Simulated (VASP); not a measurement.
# Zr (P6_3/mmc) in VASP: notebook

The runs below take Zr through single point, relaxation of cell and atoms, with r2SCAN+D3(BJ), revPBE+D3(BJ), BLYP+D3(BJ), revPBE+D4.

All numbers are computed with VASP 6.6.1; they aren't measurements. Logs are shortened: lines on timing, memory, paths and dates and some standing lists are left out, and cuts for length are marked.

## 1. The cell of the first run

Symmetry: P6_3/mmc, No. 194, hexagonal system. The conventional cell has a = 3.232 Å, b = 3.232 Å, c = 5.147 Å, α = 90.00°, β = 90.00°, γ = 120.00°. Within 4.2 Å of Zr (site symmetry -6m2) lie 12 Zr at 3.18 to 3.23 Å.

## 2. Single point, r2SCAN+D3(BJ)

Contents of POSCAR:

```
Zr
1.0
    3.2320000000      0.0000000000      0.0000000000
   -1.6160000000      2.7989941050      0.0000000000
    0.0000000000      0.0000000000      5.1470000000
Zr
2
Direct
    0.6666666667      0.3333333333      0.7500000000
    0.3333333333      0.6666666667      0.2500000000
```

Contents of INCAR.step1:

```
SYSTEM = Zr
PREC = Accurate ; ENCUT = 520
ISMEAR = 1 ; SIGMA = 0.01
LREAL = .False. ; LASPH = .True.
NELM = 60 ; NBANDS = 19
GGA = PE ; ALGO = Normal
EDIFF = 1E-4 ; LWAVE = .True.
LCHARG = .False.
```

Contents of INCAR.step2:

```
SYSTEM = Zr
PREC = Accurate ; ENCUT = 520
EDIFF = 1E-6 ; ISMEAR = 1
SIGMA = 0.01 ; LREAL = .False.
LASPH = .True. ; NELM = 60
ALGO = Normal ; ISIF = 2
LWAVE = .False. ; LCHARG = .False.
METAGGA = R2SCAN ; LMIXTAU = .True.
IVDW = 12 ; VDW_S6 = 1.0
VDW_S8 = 0.78981345 ; VDW_A1 = 0.49484001
VDW_A2 = 5.73083694 ; NBANDS = 19
ISTART = 1
```

Contents of KPOINTS:

```
Automatic mesh
0
Gamma
  9 9 5
  0 0 0
```

Potentials or basis: VASP PAW PBE potentials, release 64 (Zr_sv).

Started as:

```
$ cat potpaw_PBE.64/Zr_sv/POTCAR > POTCAR
$ cp INCAR.step1 INCAR
$ mpirun -np 1 vasp_std > vasp.out
$ cp INCAR.step2 INCAR
$ mpirun -np 1 vasp_std > vasp.out
```

OUTCAR:

```text
SYSTEM = Zr
   PREC = Accurate
   ENCUT = 520
   EDIFF = 1E-6
   ISMEAR = 1
   LREAL = .False.
   LASPH = .True.
   NELM = 60
   ISIF = 2
   METAGGA = R2SCAN
   IVDW = 12
   ISTART = 1
 IVDW          = 12

 ion  position               nearest neighbor table
   1  0.667  0.333  0.750-   2 3.18   2 3.18   2 3.18   2 3.18   2 3.18   2 3.18
   2  0.333  0.667  0.250-   1 3.18   1 3.18   1 3.18   1 3.18   1 3.18   1 3.18

  LATTYP: Found a hexagonal cell.
 ALAT       =     3.2320000000
 C/A-ratio  =     1.5925123762

  Lattice vectors:

 A1 = (   3.2320000000,   0.0000000000,   0.0000000000)
 A2 = (  -1.6160000000,   2.7989941050,   0.0000000000)
 A3 = (   0.0000000000,   0.0000000000,   5.1470000000)

Analysis of symmetry for initial positions (statically):
=====================================================================
 Subroutine PRICEL returns:
 Original cell was already a primitive cell.

 Routine SETGRP: Setting up the symmetry group for a
 hexagonal supercell.

 Subroutine GETGRP returns: Found 24 space group operations
 (whereof 12 operations were pure point group operations)
 out of a pool of 24 trial point group operations.

The static configuration has the point symmetry D_3d.
 The point group associated with its full space group is D_6h.

Analysis of symmetry for dynamics (positions and initial velocities):
=====================================================================
 Subroutine PRICEL returns:
 Original cell was already a primitive cell.

 Routine SETGRP: Setting up the symmetry group for a
 hexagonal supercell.

 Subroutine GETGRP returns: Found 24 space group operations
 (whereof 12 operations were pure point group operations)
 out of a pool of 24 trial point group operations.

The dynamic configuration has the point symmetry D_3d.
 The point group associated with its full space group is D_6h.

 Subroutine INISYM returns: Found 24 space group operations
 (whereof 12 operations are pure point group operations),
 and found     1 'primitive' translations

----------------------------------------------------------------------------------------

                                     Primitive cell

  volume of cell :      46.5616

  direct lattice vectors                    reciprocal lattice vectors
     3.232000000  0.000000000  0.000000000     0.309405941  0.178635603  0.000000000
    -1.616000000  2.798994105  0.000000000     0.000000000  0.357271206  0.000000000
     0.000000000  0.000000000  5.147000000     0.000000000  0.000000000  0.194287935

  length of vectors
     3.232000000  3.232000000  5.147000000     0.357271206  0.357271206  0.194287935

  position of ions in fractional coordinates (direct lattice)
     0.666666667  0.333333333  0.750000000
     0.333333333  0.666666667  0.250000000

  ion indices of the primitive-cell ions
   primitive index   ion index
                 1           1
                 2           2

----------------------------------------------------------------------------------------

 KPOINTS: Automatic mesh

Automatic generation of k-mesh.
 Grid dimensions read from file:
 generate k-points for:    9    9    5

 Generating k-lattice:

  Cartesian coordinates                     Fractional coordinates (reciprocal lattice)
     0.034378438  0.019848400  0.000000000     0.111111111  0.000000000  0.000000000
     0.000000000  0.039696801  0.000000000     0.000000000  0.111111111  0.000000000
     0.000000000  0.000000000  0.038857587     0.000000000  0.000000000  0.200000000

  Length of vectors
     0.039696801  0.039696801  0.038857587

  Shift w.r.t. Gamma in fractional coordinates (k-lattice)
     0.000000000  0.000000000  0.000000000

 Subroutine IBZKPT returns following result:
 ===========================================

 Found     36 irreducible k-points:

 Following reciprocal coordinates:
            Coordinates               Weight
  0.000000  0.000000  0.000000      1.000000
  0.111111  0.000000  0.000000      6.000000
  0.222222  0.000000  0.000000      6.000000
  0.333333  0.000000  0.000000      6.000000
  0.444444  0.000000  0.000000      6.000000
  0.111111  0.111111  0.000000      6.000000
[... 16 lines left out ...]
  0.333333  0.222222  0.200000     24.000000
  0.333333  0.333333  0.200000      4.000000
 [... further k-points ...]
   k-points           NKPTS =     36   k-points in BZ     NKDIM =     36   number of bands    NBANDS=     19
   number of dos      NEDOS =    301   number of ions     NIONS =      2
   total plane-waves  NPLWV =  23040
   dimension x,y,z NGX =    24 NGY =   24 NGZ =   40
   dimension x,y,z NGXF=    48 NGYF=   48 NGZF=   80
   ions per type =               2
   NGX,Y,Z   is equivalent  to a cutoff of  12.34, 12.34, 12.92 a.u.
   NGXF,Y,Z  is equivalent  to a cutoff of  24.69, 24.69, 25.84 a.u.
 SYSTEM =  Zr
   PREC   = accura    normal or accurate (medium, high low for compatibility)
   ISTART =      1    job   : 0-new  1-cont  2-samecut
   ICHARG =      0    charge: 1-file 2-atom 10-const
   ISPIN  =      1    spin polarized calculation?
   LNONCOLLINEAR =      F non collinear calculations
   LSORBIT =      F    spin-orbit coupling
   LASPH  =      T    aspherical Exc in radial PAW
   ENCUT  =  520.0 eV  38.22 Ry    6.18 a.u.   6.01  6.01  9.57*2*pi/ulx,y,z
   NELM   =     60;   NELMIN=  2; NELMDL=  0     # of ELM steps
   EDIFF  = 0.1E-05   stopping-criterion for ELM
   LREAL  =      F    real-space projection
   EDIFFG = 0.1E-04   stopping-criterion for IOM
   NSW    =      0    number of steps for IOM
   IBRION =     -1    ionic relax: 0-MD 1-quasi-New 2-CG
   NFREE  =      0    steps in history (QN), initial steepest desc. (CG)
   ISIF   =      2    stress and relaxation
   ISYM   =      2    0-nonsym 1-usesym 2-fastsym
   POTIM  = 0.5000    time-step for ionic-motion
   TEBEG  =    0.0;   TEEND  =   0.0 temperature during run
   PSTRESS=    0.0 pullay stress
   NELECT =      24.0000    total number of electrons
   NUPDOWN=      -1.0000    fix difference up-down
   EMIN   =  10.00;   EMAX   =-10.00  energy-range for DOS
   EFERMI =   0.00;   METHOD = LEGACY
   ISMEAR =     1;   SIGMA  =   0.01  broadening in eV -4-tet -1-fermi 0-gaus
   EFERMI_NEDOS =   21; number of points for ismear=-14 and -15
   IALGO  =     38    algorithm
   IMIX   =      4    mixing-type and parameters
     AMIX     =   0.40;   BMIX     =  1.00
     AMIX_MAG =   1.60;   BMIX_MAG =  1.00
  volume/ion in A,a.u.               =      23.28       157.11
  Fermi-wavevector in a.u.,A,eV,Ry     =   1.312611  2.480475 23.442130  1.722948
  Thomas-Fermi vector in A             =   2.442991
   LORBIT       =      0    0 simple, 1 ext, 2 COOP (PROOUT), +10 PAW based schemes
   METAGGA = R2SCAN    functional components
   LHFCALC =     F    Hartree Fock is set to
   AEXX    =    0.0000 exact exchange contribution
   IVDW    =    12    specifies the selected vdW correction
   LEPSILON=     F    determine dielectric tensor
   LRPA    =     F    only Hartree local field effects (RPA)
 non-spin polarized calculation
 Methfessel and Paxton  Order N= 1 SIGMA  =   0.01
  energy-cutoff  :      520.00
  volume of cell :       46.56
 maximum number of plane-waves:      1284
   NGX = 13   NGY = 13   NGZ = 19

 number of electron      24.0000000 magnetization

 Free energy of the ion-electron system (eV)
  ---------------------------------------------------
  ext. energy  EPLUGINS =         0.00000000
  ---------------------------------------------------
  free energy    TOTEN  =       -45.50609337 eV

  energy without entropy =      -45.50616049  energy(sigma->0) =      -45.50611574

 E-fermi :   9.1167     XC(G=0): -11.9486

 val. band max:        9.1061610184   @ k =   0.1111   0.0000   0.4000
 cond. band min:       9.1271979151   @ k =   0.2222   0.2222   0.4000
 fundamental gap:      0.0210368967
 Fermi energy:         9.1166818110

 k-point     1 :       0.0000    0.0000    0.0000
  band No.  band energies     occupation
      1     -41.5119      2.00000
      2     -41.3450      2.00000
      3     -19.3718      2.00000
      4     -18.4523      2.00000
      5     -18.4523      2.00000
      6     -18.3122      2.00000
[... 11 lines left out ...]
     18      11.4365      0.00000
     19      13.7628      0.00000

 k-point     2 :       0.1111    0.0000    0.0000
  band No.  band energies     occupation
      1     -41.4969      2.00000
      2     -41.3389      2.00000
      3     -19.3321      2.00000
      4     -18.5387      2.00000
      5     -18.4804      2.00000
      6     -18.3964      2.00000
[... 11 lines left out ...]
     18      11.1340      0.00000
     19      13.9809      0.00000

 k-point     3 :       0.2222    0.0000    0.0000
  band No.  band energies     occupation
      1     -41.4576      2.00000
      2     -41.3247      2.00000
      3     -19.2227      2.00000
      4     -18.7577      2.00000
      5     -18.6117      2.00000
      6     -18.5476      2.00000
[... 11 lines left out ...]
     18      11.9485      0.00000
     19      14.3360      0.00000

 k-point     4 :       0.3333    0.0000    0.0000
  band No.  band energies     occupation
      1     -41.4086      2.00000
      2     -41.3124      2.00000
      3     -19.0723      2.00000
      4     -19.0056      2.00000
      5     -18.8415      2.00000
      6     -18.6197      2.00000
[... 407 lines left out ...]
     18      13.9452      0.00000
     19      14.9031      0.00000

 k-point    23 :       0.3333    0.2222    0.2000
  band No.  band energies     occupation
      1     -41.3468      2.00000
      2     -41.3162      2.00000
      3     -19.1251      2.00000
      4     -19.0322      2.00000
      5     -18.8640      2.00000
      6     -18.7041      2.00000
[... 11 lines left out ...]
     18      14.3591      0.00000
     19      15.8497      0.00000

 k-point    24 :       0.3333    0.3333    0.2000
  band No.  band energies     occupation
      1     -41.3261      2.00000
      2     -41.3261      2.00000
      3     -19.0113      2.00000
      4     -19.0093      2.00000
      5     -19.0093      2.00000
      6     -18.7369      2.00000
[... 11 lines left out ...]
     18      13.6715      0.00000
     19      16.1931      0.00000

 [... further k-points ...]

------------------------ aborting loop because EDIFF is reached ----------------------------------------

 Edisp (eV)   -0.50155

 E8    (eV) :    -0.2110

  FORCE on cell =-STRESS in cart. coord.  units (eV):
  Direction    XX          YY          ZZ          XY          YZ          ZX
  --------------------------------------------------------------------------------------
  -------------------------------------------------------------------------------------
  Total      -0.33769    -0.33769    -0.17307     0.00000     0.00000     0.00000
  in kB     -11.62003   -11.62003    -5.95535     0.00000     0.00000     0.00000
  external pressure =       -9.73 kB  Pullay stress =        0.00 kB

 VOLUME and BASIS-vectors are now :
 -----------------------------------------------------------------------------
  energy-cutoff  :      520.00
  volume of cell :       46.56
      direct lattice vectors                 reciprocal lattice vectors
     3.232000000  0.000000000  0.000000000     0.309405941  0.178635603  0.000000000
    -1.616000000  2.798994105  0.000000000     0.000000000  0.357271206  0.000000000
     0.000000000  0.000000000  5.147000000     0.000000000  0.000000000  0.194287935

 POSITION                                       TOTAL-FORCE (eV/Angst)
 -----------------------------------------------------------------------------------
      1.61600      0.93300      3.86025         0.000000      0.000000      0.000000
     -0.00000      1.86600      1.28675        -0.000000      0.000000      0.000000
 -----------------------------------------------------------------------------------
    total drift:                               -0.000000      0.000000     -0.000000

  FREE ENERGIE OF THE ION-ELECTRON SYSTEM (eV)
  ---------------------------------------------------
  free  energy   TOTEN  =       -46.0076391742 eV

  energy  without entropy=      -46.0077062971  energy(sigma->0) =      -46.00766155
```

It took 86 s on 1 thread of Intel Xeon 8259CL, shared host; peak memory 0.18 GiB.

What came out:

| Quantity | Value |
| --- | --- |
| Free energy | -46.0076 eV |
| Pressure | -1.0 GPa |
| Band gap on the k mesh | zero (bands 12 and 13 overlap by 1.30 eV) |
| Dispersion energy per atom | -0.251 eV |

Levels at points of the mesh, in eV from the Fermi level:
```tsv
k point	band 8	band 9	band 10	band 11	band 12	band 13	band 14	band 15	band 16	band 17
(0.00, 0.00, 0.00)	-27.42	-6.09	-3.28	0.90	0.90	0.96	1.07	1.65	1.65	2.32
```

Caveat: the PAW data sets were made with another functional, which shifts forces and pressure a little.

## 3. Single point, revPBE+D3(BJ)

This run uses another cell than the first one, of 22.09 Å³/atom.

Contents of INCAR:

```
  ALGO = Normal
  EDIFF = 1E-7
  ENCUT = 520
  GGA = RE
  ISIF = 2
  ISMEAR = -1
  IVDW = 12
  LASPH = True
  LCHARG = False
  LREAL = False
  LWAVE = False
  NBANDS = 19
  NELM = 100
  PREC = Accurate
  SIGMA = 0.05
```

Contents of KPOINTS:

```
k-points
0
Gamma
  9 9 5
```

Contents of POSCAR:

```
Zr
1.0
    3.1630782390      0.0000000000      0.0000000000
   -1.5815391195      2.7393061092      0.0000000000
    0.0000000000      0.0000000000      5.0978535435
Zr
2
Direct
    0.6666666667      0.3333333333      0.7500000000
    0.3333333333      0.6666666667      0.2500000000
```

Potentials or basis: VASP PAW PBE potentials, release 64 (Zr_sv).

Started as:

```
$ cat potpaw_PBE.64/Zr_sv/POTCAR > POTCAR
$ mpirun -np 1 vasp_std > vasp.out
```

OUTCAR:

```text
EDIFF = 1E-7
   ENCUT = 520
   GGA = RE
   ISIF = 2
   ISMEAR = -1
   IVDW = 12
   LASPH = True
   LREAL = False
   NELM = 100
   PREC = Accurate
 IVDW          = 12

 ion  position               nearest neighbor table
   1  0.667  0.333  0.750-   2 3.14   2 3.14   2 3.14   2 3.14   2 3.14   2 3.14
   2  0.333  0.667  0.250-   1 3.14   1 3.14   1 3.14   1 3.14   1 3.14   1 3.14

  LATTYP: Found a hexagonal cell.
 ALAT       =     3.1630782390
 C/A-ratio  =     1.6116748175

  Lattice vectors:

 A1 = (   3.1630782390,   0.0000000000,   0.0000000000)
 A2 = (  -1.5815391195,   2.7393061092,   0.0000000000)
 A3 = (   0.0000000000,   0.0000000000,   5.0978535435)

Analysis of symmetry for initial positions (statically):
=====================================================================
 Subroutine PRICEL returns:
 Original cell was already a primitive cell.

 Routine SETGRP: Setting up the symmetry group for a
 hexagonal supercell.

 Subroutine GETGRP returns: Found 24 space group operations
 (whereof 12 operations were pure point group operations)
 out of a pool of 24 trial point group operations.

The static configuration has the point symmetry D_3d.
[... 161 lines left out ...]
  energy without entropy =      -16.28291640  energy(sigma->0) =      -16.29113277

 E-fermi :   9.6560     XC(G=0): -11.2717

 val. band max:        9.6436895784   @ k =   0.1111   0.0000   0.2000
 cond. band min:       9.6560707601   @ k =   0.0000   0.0000   0.4000
 fundamental gap:      0.0123811817
 Fermi energy:         9.6560096842

 k-point     1 :       0.0000    0.0000    0.0000
  band No.  band energies     occupation
      1     -39.1040      2.00000
      2     -38.9207      2.00000
      3     -17.7087      2.00000
      4     -16.6894      2.00000
      5     -16.6894      2.00000
      6     -16.5503      2.00000
[... 505 lines left out ...]
      6     -17.0437      2.00000
[... 11 lines left out ...]
     18      14.2878      0.00000
     19      16.8620      0.00000

 [... further k-points ...]

------------------------ aborting loop because EDIFF is reached ----------------------------------------

 Edisp (eV)   -1.99907

 E8    (eV) :    -1.4988

  FORCE on cell =-STRESS in cart. coord.  units (eV):
  Direction    XX          YY          ZZ          XY          YZ          ZX
  --------------------------------------------------------------------------------------
  -------------------------------------------------------------------------------------
  Total      -0.00134    -0.00134     0.00235     0.00000     0.00000     0.00000
  in kB      -0.04858    -0.04858     0.08515     0.00000     0.00000     0.00000
  external pressure =       -0.00 kB  Pullay stress =        0.00 kB

 VOLUME and BASIS-vectors are now :
 -----------------------------------------------------------------------------
  energy-cutoff  :      520.00
  volume of cell :       44.17
      direct lattice vectors                 reciprocal lattice vectors
     3.163078239  0.000000000  0.000000000     0.316147728  0.182527976  0.000000000
    -1.581539119  2.739306109  0.000000000     0.000000000  0.365055952  0.000000000
     0.000000000  0.000000000  5.097853544     0.000000000  0.000000000  0.196160990

 POSITION                                       TOTAL-FORCE (eV/Angst)
 -----------------------------------------------------------------------------------
      1.58154      0.91310      3.82339         0.000000     -0.000000      0.000000
     -0.00000      1.82620      1.27446        -0.000000      0.000000      0.000000
 -----------------------------------------------------------------------------------
    total drift:                                0.000000     -0.000000      0.000000

  FREE ENERGIE OF THE ION-ELECTRON SYSTEM (eV)
  ---------------------------------------------------
  free  energy   TOTEN  =       -18.2984169777 eV

  energy  without entropy=      -18.2819842448  energy(sigma->0) =      -18.29020061
```

OSZICAR:

```text
N       E                     dE             d eps       ncg     rms          rms(c)
DAV:   1     0.216245499700E+03    0.21625E+03   -0.13521E+04  1368   0.127E+03
DAV:   2    -0.170845088334E+01   -0.21795E+03   -0.21369E+03  1640   0.366E+02
DAV:   3    -0.165070375326E+02   -0.14799E+02   -0.14639E+02  2435   0.710E+01
DAV:   4    -0.168889405750E+02   -0.38190E+00   -0.38154E+00  1635   0.112E+01
DAV:   5    -0.168993751797E+02   -0.10435E-01   -0.10432E-01  2000   0.139E+00    0.154E+01
DAV:   6    -0.163846457116E+02    0.51473E+00   -0.82053E-01  1447   0.713E+00    0.629E+00
DAV:   7    -0.162911437711E+02    0.93502E-01   -0.56691E-01  1941   0.520E+00    0.113E+00
DAV:   8    -0.162991727049E+02   -0.80289E-02   -0.37565E-02  1775   0.152E+00    0.237E-01
DAV:   9    -0.162993855895E+02   -0.21288E-03   -0.14296E-03  1755   0.339E-01    0.311E-02
DAV:  10    -0.162993458597E+02    0.39730E-04   -0.41806E-05  1839   0.410E-02    0.187E-02
DAV:  11    -0.162993491489E+02   -0.32891E-05   -0.89998E-06  1526   0.324E-02    0.215E-03
DAV:  12    -0.162993491333E+02    0.15580E-07   -0.19722E-07  1278   0.322E-03
   1 F= -.18298417E+02 E0= -.18290201E+02  d E =-.164327E-01
```

stdout:

```text
POSCAR found type information on POSCAR Zr
 POSCAR found :  1 types and       2 ions
 scaLAPACK will be used
 -----------------------------------------------------------------------------
|                                                                             |
|                                                                             |
|     You enforced a specific xc type in the INCAR file but a different       |
|     I HOPE YOU KNOW WHAT YOU ARE DOING!                                     |
|                                                                             |
 -----------------------------------------------------------------------------

 LDA part: xc-table for (Slater+PW92), standard interpolation
 POSCAR, INCAR and KPOINTS ok, starting setup
 FFT: planning ... GRIDC
 FFT: planning ... GRID_SOFT
 FFT: planning ... GRID
 WAVECAR not read
 entering main loop
```

Wall time 22 s (1 thread of Intel Xeon 8259CL, shared host); peak memory 0.18 GiB.

What came out:

```
Free energy                : -18.2984 eV
Pressure                   : 0.0 GPa
Band gap on the k mesh     : zero (bands 12 and 13 overlap by 1.15 eV)
Dispersion energy per atom : -1.000 eV
```

Caveat: the PAW data sets were made with another functional, which shifts forces and pressure a little.

(Part 1 of 2 ends here.)
